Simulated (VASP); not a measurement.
SbPt: single point with PBEsol

SbPt:

```
Sb Pt
1.0
     4.07427    0.00000    0.00000
    -2.03714    3.52842    0.00000
     0.00000    0.00000    5.38679
Sb Pt
2 2
Cartesian
  0.0000 2.3523 1.3467
  2.0371 1.1761 4.0401
  0.0000 0.0000 0.0000
  0.0000 0.0000 2.6934
```

```
Program                : VASP 6.6.1
Task                   : single point
Functional             : PBEsol
Potentials or basis    : VASP PAW PBE potentials, release 64 (Sb_d_GW, Pt_sv_GW)
Cutoff                 : 570 eV
k mesh                 : 12 × 12 × 8
Occupations            : gaussian, width 0.1 eV
Spin                   : no spin polarisation
Dipole correction      : no
Further INCAR settings : ALGO = Normal; EDIFF = 1e-06; NBANDS = 41
```

```
Pressure               : 9.5 GPa
Band gap on the k mesh : zero (bands 33 and 34 overlap by 4.38 eV)
```

Levels at points of the mesh, in eV from the Fermi level:
```csv
k point,band 30,band 31,band 32,band 33,band 34,band 35,band 36,band 37
"(0.00, 0.00, 0.00)",-2.35,-0.17,-0.17,0.80,2.26,2.39,3.76,3.76
"(0.50, 0.00, 0.00)",-3.20,-2.93,-2.52,-2.32,-0.54,2.01,4.28,4.33
"(0.00, 0.00, 0.50)",-3.98,-1.20,-1.20,2.43,2.43,2.43,2.43,5.24
"(0.50, 0.00, 0.50)",-3.51,-3.35,-3.35,0.28,0.28,1.86,1.86,4.04
```

Run time: 4.6 min on 1 thread of AMD EPYC 9R45 (Zen 5), with other jobs on the host, peak memory 0.42 GiB.

Caveat: the cell stands under pressure; the PAW data sets were made with another functional, which shifts forces and pressure a little; spin-orbit coupling is left out, which moves the levels of the heavy elements.
